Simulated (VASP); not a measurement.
# Pb (Fm-3m) in VASP: further runs, part 2 of 2

VASP 6.6.1.

**4. Single point, PBE**

This run uses another cell than the first one, of 31.49 Å³/atom.

Contents of INCAR:

```
ALGO = Normal
EDIFF = 1E-6
ENCUT = 520
GGA = PE
ISIF = 2
ISMEAR = -1
LASPH = True
LCHARG = False
LREAL = False
LWAVE = False
NBANDS = 13
NELM = 100
PREC = Accurate
SIGMA = 0.06122561905347299
```

Contents of KPOINTS:

```
k-points
0
Gamma
  37 37 37
```

Contents of POSCAR:

```
Pb
1.0
    0.0000000000      2.5063436120      2.5063436120
    2.5063436120      0.0000000000      2.5063436120
    2.5063436120      2.5063436120      0.0000000000
Pb
1
Direct
    0.0000000000      0.0000000000      0.0000000000
```

Potentials or basis: VASP PAW PBE potentials, release 64 (Pb_d).

Started as:

```console
> cat potpaw_PBE.64/Pb_d/POTCAR > POTCAR
> mpirun -np 1 vasp_std > vasp.out
```

OUTCAR:

```text
EDIFF = 1E-6
   ENCUT = 520
   GGA = PE
   ISIF = 2
   ISMEAR = -1
   LASPH = True
   LREAL = False
   NELM = 100
   PREC = Accurate

 ion  position               nearest neighbor table
   1  0.000  0.000  0.000-

  LATTYP: Found a face centered cubic cell.
 ALAT       =     5.0126872240

  Lattice vectors:

 A1 = (   0.0000000000,   2.5063436120,   2.5063436120)
 A2 = (   2.5063436120,   0.0000000000,   2.5063436120)
 A3 = (   2.5063436120,   2.5063436120,   0.0000000000)

Analysis of symmetry for initial positions (statically):
=====================================================================
 Subroutine PRICEL returns:
 Original cell was already a primitive cell.

 Routine SETGRP: Setting up the symmetry group for a
 face centered cubic supercell.

 Subroutine GETGRP returns: Found 48 space group operations
 (whereof 48 operations were pure point group operations)
 out of a pool of 48 trial point group operations.

The static configuration has the point symmetry O_h .

Analysis of symmetry for dynamics (positions and initial velocities):
=====================================================================
 Subroutine PRICEL returns:
 Original cell was already a primitive cell.

 Routine SETGRP: Setting up the symmetry group for a
 face centered cubic supercell.

 Subroutine GETGRP returns: Found 48 space group operations
 (whereof 48 operations were pure point group operations)
 out of a pool of 48 trial point group operations.

The dynamic configuration has the point symmetry O_h .

 Subroutine INISYM returns: Found 48 space group operations
 (whereof 48 operations are pure point group operations),
 and found     1 'primitive' translations

----------------------------------------------------------------------------------------

                                     Primitive cell

  volume of cell :      31.4885

  direct lattice vectors                    reciprocal lattice vectors
     0.000000000  2.506343612  2.506343612    -0.199493796  0.199493796  0.199493796
     2.506343612  0.000000000  2.506343612     0.199493796 -0.199493796  0.199493796
     2.506343612  2.506343612  0.000000000     0.199493796  0.199493796 -0.199493796

  length of vectors
     3.544505128  3.544505128  3.544505128     0.345533390  0.345533390  0.345533390

  position of ions in fractional coordinates (direct lattice)
     0.000000000  0.000000000  0.000000000

  ion indices of the primitive-cell ions
   primitive index   ion index
                 1           1

----------------------------------------------------------------------------------------

 KPOINTS: k-points

Automatic generation of k-mesh.
 Grid dimensions read from file:
 generate k-points for:   37   37   37

 Generating k-lattice:

  Cartesian coordinates                     Fractional coordinates (reciprocal lattice)
    -0.005391724  0.005391724  0.005391724     0.027027027  0.000000000  0.000000000
     0.005391724 -0.005391724  0.005391724     0.000000000  0.027027027  0.000000000
     0.005391724  0.005391724 -0.005391724     0.000000000  0.000000000  0.027027027

  Length of vectors
     0.009338740  0.009338740  0.009338740

  Shift w.r.t. Gamma in fractional coordinates (k-lattice)
     0.000000000  0.000000000  0.000000000

 Subroutine IBZKPT returns following result:
 ===========================================

 Found   1330 irreducible k-points:

 Following reciprocal coordinates:
            Coordinates               Weight
  0.000000  0.000000  0.000000      1.000000
  0.027027  0.000000  0.000000      8.000000
  0.054054  0.000000  0.000000      8.000000
  0.081081  0.000000  0.000000      8.000000
  0.108108  0.000000  0.000000      8.000000
  0.135135  0.000000  0.000000      8.000000
[... 16 lines left out ...]
  0.108108  0.027027  0.000000     24.000000
  0.135135  0.027027  0.000000     24.000000
 [... further k-points ...]
   k-points           NKPTS =   1330   k-points in BZ     NKDIM =   1330   number of bands    NBANDS=     13
   number of dos      NEDOS =    301   number of ions     NIONS =      1
   total plane-waves  NPLWV =  21952
   dimension x,y,z NGX =    28 NGY =   28 NGZ =   28
   dimension x,y,z NGXF=    56 NGYF=   56 NGZF=   56
   ions per type =               1
   NGX,Y,Z   is equivalent  to a cutoff of  13.13, 13.13, 13.13 a.u.
   NGXF,Y,Z  is equivalent  to a cutoff of  26.27, 26.27, 26.27 a.u.
 SYSTEM =  unknown system
   PREC   = accura    normal or accurate (medium, high low for compatibility)
   ISTART =      0    job   : 0-new  1-cont  2-samecut
   ICHARG =      2    charge: 1-file 2-atom 10-const
   ISPIN  =      1    spin polarized calculation?
   LNONCOLLINEAR =      F non collinear calculations
   LSORBIT =      F    spin-orbit coupling
   LASPH  =      T    aspherical Exc in radial PAW
   ENCUT  =  520.0 eV  38.22 Ry    6.18 a.u.   6.59  6.59  6.59*2*pi/ulx,y,z
   NELM   =    100;   NELMIN=  2; NELMDL= -5     # of ELM steps
   EDIFF  = 0.1E-05   stopping-criterion for ELM
   LREAL  =      F    real-space projection
[... 7 lines left out ...]
   TEBEG  =    0.0;   TEEND  =   0.0 temperature during run
   PSTRESS=    0.0 pullay stress
   NELECT =      14.0000    total number of electrons
   NUPDOWN=      -1.0000    fix difference up-down
   EMIN   =  10.00;   EMAX   =-10.00  energy-range for DOS
   EFERMI =   0.00;   METHOD = LEGACY
   ISMEAR =    -1;   SIGMA  =   0.06  broadening in eV -4-tet -1-fermi 0-gaus
   EFERMI_NEDOS =   21; number of points for ismear=-14 and -15
   IALGO  =     38    algorithm
   IMIX   =      4    mixing-type and parameters
     AMIX     =   0.40;   BMIX     =  1.00
     AMIX_MAG =   1.60;   BMIX_MAG =  1.00
  volume/ion in A,a.u.               =      31.49       212.49
  Fermi-wavevector in a.u.,A,eV,Ry     =   1.249492  2.361198 21.241836  1.561231
  Thomas-Fermi vector in A             =   2.383530
   LORBIT       =      0    0 simple, 1 ext, 2 COOP (PROOUT), +10 PAW based schemes
   GGA     = PE    functional components
   LHFCALC =     F    Hartree Fock is set to
   AEXX    =    0.0000 exact exchange contribution
   IVDW    =     0    specifies the selected vdW correction
   LEPSILON=     F    determine dielectric tensor
   LRPA    =     F    only Hartree local field effects (RPA)
 non-spin polarized calculation
  energy-cutoff  :      520.00
  volume of cell :       31.49
 maximum number of plane-waves:       881
   NGX = 13   NGY = 13   NGZ = 13

 number of electron      14.0000002 magnetization

 Free energy of the ion-electron system (eV)
  ---------------------------------------------------
  ext. energy  EPLUGINS =         0.00000000
  ---------------------------------------------------
  free energy    TOTEN  =        -3.56636434 eV

  energy without entropy =       -3.55984697  energy(sigma->0) =       -3.56310566

 E-fermi :   6.8977     XC(G=0): -10.0049

 val. band max:        6.8963272096   @ k =  -0.4054   0.4054   0.1351
 cond. band min:       6.9032837208   @ k =  -0.4595   0.3514   0.0270
 fundamental gap:      0.0069565113
 Fermi energy:         6.8976833275

 k-point     1 :       0.0000    0.0000    0.0000
  band No.  band energies     occupation
      1     -10.1805      2.00000
      2     -10.1805      2.00000
      3     -10.1805      2.00000
      4     -10.0562      2.00000
      5     -10.0562      2.00000
      6      -4.6374      2.00000
      7      13.9895      0.00000
      8      13.9895      0.00000
      9      13.9895      0.00000
     10      16.6038      0.00000
     11      17.7284      0.00000
     12      19.0771      0.00000
     13      19.0771      0.00000

 k-point     2 :       0.0270    0.0000    0.0000
  band No.  band energies     occupation
      1     -10.1805      2.00000
      2     -10.1795      2.00000
      3     -10.1795      2.00000
      4     -10.0563      2.00000
      5     -10.0563      2.00000
      6      -4.6239      2.00000
      7      13.7894      0.00000
      8      13.9719      0.00000
      9      13.9719      0.00000
     10      16.5475      0.00000
     11      17.8450      0.00000
[... 339 lines left out ...]
 k-point    24 :       0.1351    0.0270    0.0000
  band No.  band energies     occupation
      1     -10.1826      2.00000
      2     -10.1617      2.00000
      3     -10.1596      2.00000
      4     -10.0604      2.00000
      5     -10.0508      2.00000
      6      -4.3312      2.00000
      7      11.2477      0.00000
      8      13.4012      0.00000
      9      13.7365      0.00000
     10      16.1239      0.00000
     11      18.8395      0.00000
     12      19.4422      0.00000
     13      19.8802      0.00000

 [... further k-points ...]

------------------------ aborting loop because EDIFF is reached ----------------------------------------

  FORCE on cell =-STRESS in cart. coord.  units (eV):
  Direction    XX          YY          ZZ          XY          YZ          ZX
  --------------------------------------------------------------------------------------
  -------------------------------------------------------------------------------------
  Total        0.1192696      0.1192696      0.1192696      0.0000000      0.0000000      0.0000000
  in kB        6.0685997      6.0685997      6.0685997      0.0000000      0.0000000      0.0000000
  external PRESSURE =       6.0685997 kB  Pullay stress =       0.0000000 kB

 VOLUME and BASIS-vectors are now :
 -----------------------------------------------------------------------------
  energy-cutoff  :      520.00
  volume of cell :       31.49
      direct lattice vectors                 reciprocal lattice vectors
     0.000000000  2.506343612  2.506343612    -0.199493796  0.199493796  0.199493796
     2.506343612  0.000000000  2.506343612     0.199493796 -0.199493796  0.199493796
     2.506343612  2.506343612  0.000000000     0.199493796  0.199493796 -0.199493796

 POSITION                                       TOTAL-FORCE (eV/Angst)
 -----------------------------------------------------------------------------------
      0.00000      0.00000      0.00000         0.000000      0.000000      0.000000
 -----------------------------------------------------------------------------------
    total drift:                               -0.000000     -0.000000     -0.000000

  FREE ENERGIE OF THE ION-ELECTRON SYSTEM (eV)
  ---------------------------------------------------
  free  energy   TOTEN  =        -3.5663643429 eV

  energy  without entropy=       -3.5598469700  energy(sigma->0) =       -3.56310566
```

stdout:

```text
POSCAR found type information on POSCAR Pb
 POSCAR found :  1 types and       1 ions
 scaLAPACK will be used
 LDA part: xc-table for (Slater+PW92), standard interpolation
 POSCAR, INCAR and KPOINTS ok, starting setup
 FFT: planning ... GRIDC
 FFT: planning ... GRID_SOFT
 FFT: planning ... GRID
 WAVECAR not read
 entering main loop
```

It took 6.5 min on 1 thread of Oxide Virtual Turin-like, shared host; peak memory 0.54 GiB.

What came out:

```
Free energy            : -3.5664 eV
Pressure               : 0.6 GPa
Band gap on the k mesh : zero (bands 7 and 8 overlap by 8.69 eV)
```

Levels at points of the mesh, in eV from the Fermi level:
| k point | band 3 | band 4 | band 5 | band 6 | band 7 | band 8 | band 9 | band 10 | band 11 | band 12 |
| --- | --- | --- | --- | --- | --- | --- | --- | --- | --- | --- |
| (0.00, 0.00, 0.00) | -17.08 | -16.95 | -16.95 | -11.54 | 7.09 | 7.09 | 7.09 | 9.71 | 10.83 | 12.18 |

Caveat: spin-orbit coupling is left out, which moves the levels of the heavy elements.

**5. Single point, PBE**

This run uses another cell than the first one, of 32.13 Å³/atom.

Contents of INCAR:

```
ALGO = Normal ; EDIFF = 1E-6
ENCUT = 520 ; GGA = PE
ISIF = 2 ; ISMEAR = -1
LASPH = T ; LCHARG = T
LELF = T ; LREAL = F
LVHAR = T ; LWAVE = F
NBANDS = 13 ; NELM = 100
PREC = Accurate ; SIGMA = 0.06122561905347299
```

KPOINTS is that of step 4.

Contents of POSCAR:

```
Pb
1.0
    0.0000000000      2.5232788798      2.5232788798
    2.5232788798      0.0000000000      2.5232788798
    2.5232788798      2.5232788798      0.0000000000
Pb
1
Direct
    0.0000000000      0.0000000000      0.0000000000
```

Started as:

```console
> cat potpaw_PBE.64/Pb_d/POTCAR > POTCAR
> mpirun -np 1 vasp_std > vasp.out
```

It took 8 min on 1 thread of Oxide Virtual Turin-like, shared host; peak memory 0.56 GiB.

Results (log left out):

| Item | Value |
| --- | --- |
| Free energy | -3.5674 eV |
| Pressure | -0.2 GPa |
| Band gap on the k mesh | zero (bands 7 and 8 overlap by 8.49 eV) |

Levels at points of the mesh, in eV from the Fermi level:
```tsv
k point	band 4	band 5	band 6	band 7	band 8	band 9	band 10	band 11
(0.00, 0.00, 0.00)	-16.95	-16.95	-11.40	6.94	6.94	6.94	9.69	10.58
```

Caveat: spin-orbit coupling is left out, which moves the levels of the heavy elements.

**6. Overview**

| cell | k mesh | gap on the mesh (eV) | pressure (GPa) |
| --- | --- | --- | --- |
| a = 3.520 Å, angles 60.0°, 1 atom | 19 × 19 × 19 | none | 1.6 |
| a = 3.592 Å, angles 60.0°, 1 atom | 37 × 37 × 37 | none | -0.9 |
| a = 3.545 Å, angles 60.0°, 1 atom | 37 × 37 × 37 | none | 0.6 |
| a = 3.568 Å, angles 60.0°, 1 atom | 37 × 37 × 37 | none | -0.2 |

Alike in all rows: task single point; level PBE; potentials or basis VASP PAW PBE potentials, release 64 (Pb_d); no spin polarisation; cutoff (eV) 520; smearing fermi-dirac 0.0612256 eV.

Caveats: spin-orbit coupling is left out, which moves the levels of the heavy elements.

Absolute energies hang on the potentials; compare differences alone.
